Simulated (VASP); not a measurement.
# GaN (F-43m) in VASP: notebook

GaN is run at these levels: BLYP, PBE+D3(BJ); tasks: relaxation of cell and atoms, single point.

Program: VASP 6.6.1. These are calculated values, not measurements. Logs are shortened: lines on timing, memory, paths and dates and some standing lists are left out, and cuts for length are marked.

**1. The cell of the first run**

The structure is cubic, space group F-43m (No. 216). Conventional cell: a = 4.507 Å, b = 4.507 Å, c = 4.507 Å, α = 90.00°, β = 90.00°, γ = 90.00°. Within 2.6 Å of Ga (site symmetry -43m) lie 4 N at 1.95 Å. N (site symmetry -43m) has 4 Ga at 1.95 Å within 2.6 Å.

**2. Relaxation of cell and atoms, BLYP**

File INCAR:

```
SYSTEM = GaN
AGGAC = 1.0
AGGAX = 1.0
ALDAC = 0.0
ALDAX = 1.0
ALGO = Normal
EDIFF = 1E-7
EDIFFG = -0.01
ENCUT = 600
GGA = B5
IBRION = 2
ISIF = 3
ISMEAR = -1
LASPH = .TRUE.
LCHARG = .FALSE.
LREAL = .FALSE.
LWAVE = .FALSE.
NELM = 100
NSW = 60
PREC = Accurate
SIGMA = 0.05
```

File KPOINTS:

```
k-points
0
G
  10 10 10
  0 0 0
```

File POSCAR:

```
GaN
1.0
    0.0000000000      2.2535006075      2.2535006075
    2.2535006075      0.0000000000      2.2535006075
    2.2535006075      2.2535006075      0.0000000000
Ga N
1 1
Direct
    0.0000000000      0.0000000000      0.0000000000
    0.2500000000      0.2500000000      0.2500000000
```

Potentials or basis: VASP PAW PBE potentials, release 64 (Ga_d, N).

Command:

```
> cat potpaw_PBE.64/Ga_d/POTCAR potpaw_PBE.64/N/POTCAR > POTCAR
> mpirun -np 1 vasp_std > vasp.out
```

OUTCAR:

```text
SYSTEM = GaN
   EDIFF = 1E-7
   EDIFFG = -0.01
   ENCUT = 600
   GGA = B5
   IBRION = 2
   ISIF = 3
   ISMEAR = -1
   LASPH = .TRUE.
   LREAL = .FALSE.
   NELM = 100
   NSW = 60
   PREC = Accurate

 ion  position               nearest neighbor table
   1  0.000  0.000  0.000-   2 1.95   2 1.95   2 1.95   2 1.95
   2  0.250  0.250  0.250-   1 1.95   1 1.95   1 1.95   1 1.95

  LATTYP: Found a face centered cubic cell.
 ALAT       =     4.5070012150

  Lattice vectors:

 A1 = (   0.0000000000,   2.2535006075,   2.2535006075)
 A2 = (   2.2535006075,   0.0000000000,   2.2535006075)
 A3 = (   2.2535006075,   2.2535006075,   0.0000000000)

Analysis of symmetry for initial positions (statically):
=====================================================================
 Subroutine PRICEL returns:
 Original cell was already a primitive cell.

 Routine SETGRP: Setting up the symmetry group for a
 face centered cubic supercell.

 Subroutine GETGRP returns: Found 24 space group operations
 (whereof 24 operations were pure point group operations)
 out of a pool of 48 trial point group operations.

The static configuration has the point symmetry T_d .

Analysis of symmetry for dynamics (positions and initial velocities):
=====================================================================
 Subroutine PRICEL returns:
 Original cell was already a primitive cell.

 Routine SETGRP: Setting up the symmetry group for a
 face centered cubic supercell.

 Subroutine GETGRP returns: Found 24 space group operations
 (whereof 24 operations were pure point group operations)
 out of a pool of 48 trial point group operations.

The dynamic configuration has the point symmetry T_d .

 Subroutine INISYM returns: Found 24 space group operations
 (whereof 24 operations are pure point group operations),
 and found     1 'primitive' translations

----------------------------------------------------------------------------------------

                                     Primitive cell

  volume of cell :      22.8877

  direct lattice vectors                    reciprocal lattice vectors
     0.000000000  2.253500607  2.253500607    -0.221877020  0.221877020  0.221877020
     2.253500607  0.000000000  2.253500607     0.221877020 -0.221877020  0.221877020
     2.253500607  2.253500607  0.000000000     0.221877020  0.221877020 -0.221877020

  length of vectors
     3.186931122  3.186931122  3.186931122     0.384302272  0.384302272  0.384302272

  position of ions in fractional coordinates (direct lattice)
[... 96 lines left out ...]
   IALGO  =     38    algorithm
   IMIX   =      4    mixing-type and parameters
     AMIX     =   0.40;   BMIX     =  1.00
     AMIX_MAG =   1.60;   BMIX_MAG =  1.00
  volume/ion in A,a.u.               =      11.44        77.23
  Fermi-wavevector in a.u.,A,eV,Ry     =   1.511117  2.855596 31.068543  2.283473
  Thomas-Fermi vector in A             =   2.621216
   LORBIT       =      0    0 simple, 1 ext, 2 COOP (PROOUT), +10 PAW based schemes
   GGA     = B5    functional components
   LHFCALC =     F    Hartree Fock is set to
   AEXX    =    0.0000 exact exchange contribution
   IVDW    =     0    specifies the selected vdW correction
   LEPSILON=     F    determine dielectric tensor
   LRPA    =     F    only Hartree local field effects (RPA)
 conjugate gradient relaxation of ions
 non-spin polarized calculation
  energy-cutoff  :      600.00
  volume of cell :       22.89
 maximum number of plane-waves:       785
 NGX is ok and might be reduce to    28
   NGX = 13   NGY = 13   NGZ = 13

--------------------------------------- Ionic step        1  -------------------------------------------

 number of electron      18.0000005 magnetization

 Free energy of the ion-electron system (eV)
  ---------------------------------------------------
  ext. energy  EPLUGINS =         0.00000000
  ---------------------------------------------------
  free energy    TOTEN  =       -10.96321342 eV

  energy without entropy =      -10.96321342  energy(sigma->0) =      -10.96321342

------------------------ aborting loop because EDIFF is reached ----------------------------------------

  FORCE on cell =-STRESS in cart. coord.  units (eV):
  Direction    XX          YY          ZZ          XY          YZ          ZX
  --------------------------------------------------------------------------------------
  -------------------------------------------------------------------------------------
  Total        1.6898644      1.6898644      1.6898644      0.0000000      0.0000000      0.0000000
  in kB      118.2930945    118.2930945    118.2930945      0.0000000      0.0000000      0.0000000
  external PRESSURE =     118.2930945 kB  Pullay stress =       0.0000000 kB
[... 95 lines left out ...]
--------------------------------------- Ionic step        4  -------------------------------------------

 number of electron      17.9999996 magnetization

 Free energy of the ion-electron system (eV)
  ---------------------------------------------------
  ext. energy  EPLUGINS =         0.00000000
  ---------------------------------------------------
  free energy    TOTEN  =       -11.01739764 eV

  energy without entropy =      -11.01739763  energy(sigma->0) =      -11.01739763

 E-fermi :   5.7242     XC(G=0): -10.7713

 val. band max:        4.9879732480   @ k =   0.0000   0.0000   0.0000
 cond. band min:       6.3659529283   @ k =   0.0000   0.0000   0.0000
 fundamental gap:      1.3779796803
 Fermi energy:         5.7242270870

 k-point     1 :       0.0000    0.0000    0.0000
  band No.  band energies     occupation
      1     -10.3316      2.00000
      2      -8.5190      2.00000
      3      -8.5190      2.00000
      4      -8.5190      2.00000
      5      -8.2643      2.00000
      6      -8.2643      2.00000
      7       4.9880      2.00000
      8       4.9880      2.00000
      9       4.9880      2.00000
     10       6.3660      0.00001
     11      14.8796      0.00000
     12      14.8796      0.00000
     13      14.8796      0.00000
[... 354 lines left out ...]
  band No.  band energies     occupation
      1      -9.6760      2.00000
      2      -8.4030      2.00000
      3      -8.3376      2.00000
      4      -8.3371      2.00000
      5      -8.2145      2.00000
      6      -7.1749      2.00000
      7       0.1330      2.00000
      8       2.7417      2.00000
      9       3.0350      2.00000
     10       9.5234      0.00000
     11      11.6036      0.00000
     12      15.6692      0.00000
     13      17.2535      0.00000

 [... further k-points ...]
[... 5 lines left out ...]
  --------------------------------------------------------------------------------------
  -------------------------------------------------------------------------------------
  Total        0.0177944      0.0177944      0.0177944      0.0000000      0.0000000      0.0000000
  in kB        1.1670879      1.1670879      1.1670879      0.0000000      0.0000000      0.0000000
  external PRESSURE =       1.1670879 kB  Pullay stress =       0.0000000 kB
[... 17 lines left out ...]
  FREE ENERGIE OF THE ION-ELECTRON SYSTEM (eV)
  ---------------------------------------------------
  free  energy   TOTEN  =       -11.0173976374 eV

  energy  without entropy=      -11.0173976293  energy(sigma->0) =      -11.01739763

 reached required accuracy - stopping structural energy minimisation
```

Wall time 2.4 min (1 thread of Intel Xeon 8259CL, shared host); peak memory 0.18 GiB.

Results:

```yaml
Free_energy: -11.0174 eV
Relaxed_volume: 12.21 Å³/atom
Relaxed_cell: a = 3.257 Å, b = 3.257 Å, c = 3.257 Å, α = 60.00°, β = 60.00°, γ = 60.00°
Space_group_after_relaxing_to_0.05_Å: F-43m (No. 216)
Energy_gained_by_relaxing: 27.1 meV/atom
Ionic_steps: 4
Pressure_after_relaxing: 0.1 GPa
Band_gap_on_the_k_mesh: 1.38 eV, direct
```

Step by step:
```tsv
step	energy change (eV)	largest force (eV/Å)	pressure (GPa)	volume (Å³)
1	0.0000	0.0000	11.83	22.89
2	-0.0214	0.0000	-7.50	25.80
3	-0.0542	0.0000	-0.16	24.46
4	-0.0542	0.0000	0.12	24.43
```

Final structure:
```xyz
2
Lattice="0.0000 2.3030 2.3030 2.3030 0.0000 2.3030 2.3030 2.3030 0.0000" Properties=species:S:1:pos:R:3 pbc="T T T"
Ga    0.0000    0.0000    0.0000
N     1.1515    1.1515    1.1515
```

Caveat: the PAW data sets were made with another functional, which shifts forces and pressure a little.

**3. Single point, PBE+D3(BJ)**

This run uses another cell than the first one, of 10.76 Å³/atom, 0.940 times its volume.

File INCAR:

```
SYSTEM = GaN
PREC     = Accurate       ! precision mode
ENCUT    = 520            ! plane-wave cutoff, eV
EDIFF    = 1E-6           ! SCF threshold, eV
ISMEAR   = -1             ! smearing method
SIGMA    = 0.05           ! smearing width, eV
LREAL    = .False.        ! projectors in reciprocal space
LASPH    = .True.         ! aspherical terms in the spheres
NELM     = 60             ! most SCF steps
ALGO     = Normal         ! electronic algorithm
ISIF     = 2              ! what is computed and relaxed
LWAVE    = .False.        ! write WAVECAR
LCHARG   = .False.        ! write CHGCAR
GGA      = PE             ! functional
IVDW     = 12             ! dispersion correction
NBANDS   = 16             ! bands
```

File KPOINTS:

```
Automatic mesh
0
Gamma
  10 10 10
  0 0 0
```

File POSCAR:

```
GaN
1.0
    0.0000000000      2.2074978911      2.2074978911
    2.2074978911      0.0000000000      2.2074978911
    2.2074978911      2.2074978911      0.0000000000
Ga N
1 1
Direct
    0.0000000000      0.0000000000      0.0000000000
    0.2500000000      0.2500000000      0.2500000000
```

Potentials or basis: VASP PAW PBE potentials, release 64 (Ga_d, N).

Command:

```
> cat potpaw_PBE.64/Ga_d/POTCAR potpaw_PBE.64/N/POTCAR > POTCAR
> mpirun -np 1 vasp_std > vasp.out
```

Wall time 24 s (1 thread of Intel Xeon 8259CL, shared host); peak memory 0.15 GiB.

The run converged. Its results:

| Item | Value |
| --- | --- |
| Free energy | -12.5856 eV |
| Pressure | 14.5 GPa |
| Band gap on the k mesh | 2.12 eV, direct |
| Dispersion energy per atom | -0.271 eV |

Levels at points of the mesh, in eV from the valence-band top:
```csv
k point,band 7,band 8,band 9,band 10,band 11,band 12
"(0.00, 0.00, 0.00)",0.00,0.00,0.00,2.12,10.69,10.69
"(0.50, 0.00, 0.00)",-7.46,-1.05,-1.05,5.07,9.04,10.69
"(0.50, 0.50, 0.00)",-6.38,-2.93,-2.93,3.37,7.03,12.16
```

**4. Single point, PBE+D3(BJ)**

This run uses another cell than the first one, of 10.99 Å³/atom, 0.960 times its volume.

File INCAR:

```
PREC = Accurate
ENCUT = 520
EDIFF = 1E-6
ISMEAR = -1
SIGMA = 0.05
LREAL = False
LASPH = True
NELM = 100
ALGO = Normal
ISIF = 2
LWAVE = False
LCHARG = False
GGA = PE
IVDW = 12
NBANDS = 16
```

File KPOINTS:

```
regular mesh
0
Gamma
  10 10 10
```

File POSCAR:

```
GaN
1.0
    0.0000000000      2.2230441631      2.2230441631
    2.2230441631      0.0000000000      2.2230441631
    2.2230441631      2.2230441631      0.0000000000
Ga N
1 1
Direct
    0.0000000000      0.0000000000      0.0000000000
    0.2500000000      0.2500000000      0.2500000000
```

Command:

```
> cat potpaw_PBE.64/Ga_d/POTCAR potpaw_PBE.64/N/POTCAR > POTCAR
> mpirun -np 1 vasp_std > vasp.out
```

Wall time 30 s (1 thread of Intel Xeon 8259CL, shared host); peak memory 0.16 GiB.

The run converged. Its results:

```yaml
Free_energy: -12.6202 eV
Pressure: 9.7 GPa
Band_gap_on_the_k_mesh: 1.99 eV, direct
Dispersion_energy_per_atom: -0.265 eV
```

Levels at points of the mesh, in eV from the valence-band top:
```
           k point  band 5  band 6  band 7  band 8  band 9  band 10  band 11  band 12  band 13  band 14
(0.00, 0.00, 0.00)  -13.12  -13.12    0.00    0.00    0.00     1.99    10.56    10.56    10.56    18.16
(0.50, 0.00, 0.00)  -13.07  -11.87   -7.31   -1.02   -1.02     4.92     8.93    10.58    10.58    15.98
(0.50, 0.50, 0.00)  -13.03  -11.46   -6.29   -2.85   -2.85     3.36     6.90    12.00    14.40    14.40
```

**5. Single point, BLYP**

This run uses another cell than the first one, of 10.76 Å³/atom, 0.940 times its volume.

File INCAR:

```
AGGAC = 1.0
AGGAX = 1.0
ALDAC = 0.0
ALDAX = 1.0
ALGO = Normal
EDIFF = 1E-6
ENCUT = 520
GGA = B5
ISIF = 2
ISMEAR = -1
LASPH = True
LCHARG = True
LELF = True
LREAL = False
LVHAR = True
LWAVE = False
NBANDS = 16
NELM = 100
PREC = Accurate
SIGMA = 0.05
```

File KPOINTS:

```
k-points
0
Gamma
  10 10 10
```

File POSCAR:

```
GaN
1.0
    0.0000000000      2.2074978911      2.2074978911
    2.2074978911      0.0000000000      2.2074978911
    2.2074978911      2.2074978911      0.0000000000
Ga N
1 1
Direct
    0.0000000000      0.0000000000      0.0000000000
    0.2500000000      0.2500000000      0.2500000000
```

Command:

```
> cat potpaw_PBE.64/Ga_d/POTCAR potpaw_PBE.64/N/POTCAR > POTCAR
> mpirun -np 1 vasp_std > vasp.out
```

It took 35 s on 1 thread of Intel Xeon 8259CL, shared host; peak memory 0.15 GiB.

It converged, with:

```
Free energy            : -10.7972 eV
Pressure               : 26.7 GPa
Band gap on the k mesh : 2.22 eV, direct
```

Levels at points of the mesh, in eV from the valence-band top:
| k point | band 6 | band 7 | band 8 | band 9 | band 10 | band 11 | band 12 | band 13 |
| --- | --- | --- | --- | --- | --- | --- | --- | --- |
| (0.00, 0.00, 0.00) | -13.23 | 0.00 | 0.00 | 0.00 | 2.22 | 10.71 | 10.71 | 10.71 |
| (0.50, 0.00, 0.00) | -11.92 | -7.37 | -1.04 | -1.04 | 5.11 | 9.18 | 10.76 | 10.76 |
| (0.50, 0.50, 0.00) | -11.48 | -6.35 | -2.89 | -2.89 | 3.62 | 7.08 | 12.28 | 14.60 |

Caveat: the PAW data sets were made with another functional, which shifts forces and pressure a little.

**6. Single point, BLYP**

This run uses another cell than the first one, of 10.99 Å³/atom, 0.960 times its volume.

File INCAR:

```
SYSTEM = GaN
PREC     = Accurate       ! precision mode
ENCUT    = 520            ! plane-wave cutoff, eV
EDIFF    = 1E-6           ! SCF threshold, eV
ISMEAR   = -1             ! smearing method
SIGMA    = 0.05           ! smearing width, eV
LREAL    = .FALSE.        ! projectors in reciprocal space
LASPH    = .TRUE.         ! aspherical terms in the spheres
NELM     = 80             ! most SCF steps
ALGO     = Normal         ! electronic algorithm
ISIF     = 2              ! what is computed and relaxed
LWAVE    = .FALSE.        ! write WAVECAR
LCHARG   = .FALSE.        ! write CHGCAR
GGA      = B5             ! functional
ALDAX    = 1.0          
AGGAX    = 1.0          
AGGAC    = 1.0          
ALDAC    = 0.0          
NBANDS   = 16             ! bands
```

File KPOINTS:

```
regular mesh
0
G
  10 10 10
  0 0 0
```

File POSCAR:

```
GaN
1.0
    0.0000000000      2.2230441631      2.2230441631
    2.2230441631      0.0000000000      2.2230441631
    2.2230441631      2.2230441631      0.0000000000
Ga N
1 1
Direct
    0.0000000000      0.0000000000      0.0000000000
    0.2500000000      0.2500000000      0.2500000000
```

Potentials or basis: VASP PAW PBE potentials, release 64 (Ga_d, N).

Command:

```
> cat potpaw_PBE.64/Ga_d/POTCAR potpaw_PBE.64/N/POTCAR > POTCAR
> mpirun -np 1 vasp_std > vasp.out
```

Run time: 38 s. Hardware: 1 thread of Intel Xeon 8259CL, shared host; peak memory 0.14 GiB.

It converged, with:

```yaml
Free_energy: -10.8659 eV
Pressure: 21.3 GPa
Band_gap_on_the_k_mesh: 2.08 eV, direct
```

Levels at points of the mesh, in eV from the valence-band top:
```
           k point  band 5  band 6  band 7  band 8  band 9  band 10  band 11  band 12  band 13  band 14
(0.00, 0.00, 0.00)  -13.23  -13.23    0.00    0.00    0.00     2.08    10.57    10.57    10.57    18.42
(0.50, 0.00, 0.00)  -13.18  -11.92   -7.22   -1.01   -1.01     4.96     9.07    10.65    10.65    16.25
(0.50, 0.50, 0.00)  -13.14  -11.48   -6.26   -2.82   -2.82     3.61     6.94    12.13    14.37    14.37
```

Caveat: the PAW data sets were made with another functional, which shifts forces and pressure a little. As with any semilocal functional, this BLYP gap is likely too small.

**7. The runs side by side**

```csv
task,level,cell,cutoff (eV),gap on the mesh (eV),pressure (GPa)
relaxation of cell and atoms,BLYP,"relaxed from a = 3.187 Å, angles 60.0°, 2 atoms",600,1.38,0.1
single point,PBE+D3(BJ),"a = 3.122 Å, angles 60.0°, 2 atoms",520,2.12,14.5
single point,PBE+D3(BJ),"a = 3.144 Å, angles 60.0°, 2 atoms",520,1.99,9.7
single point,BLYP,"a = 3.122 Å, angles 60.0°, 2 atoms",520,2.22,26.7
single point,BLYP,"a = 3.144 Å, angles 60.0°, 2 atoms",520,2.08,21.3
```

Alike in all rows: potentials or basis VASP PAW PBE potentials, release 64 (Ga_d, N); no spin polarisation; k mesh 10 × 10 × 10; smearing fermi-dirac 0.05 eV.

Caveats: the PAW data sets were made with another functional, which shifts forces and pressure a little (some runs).

Absolute energies hang on the potentials; compare differences alone.
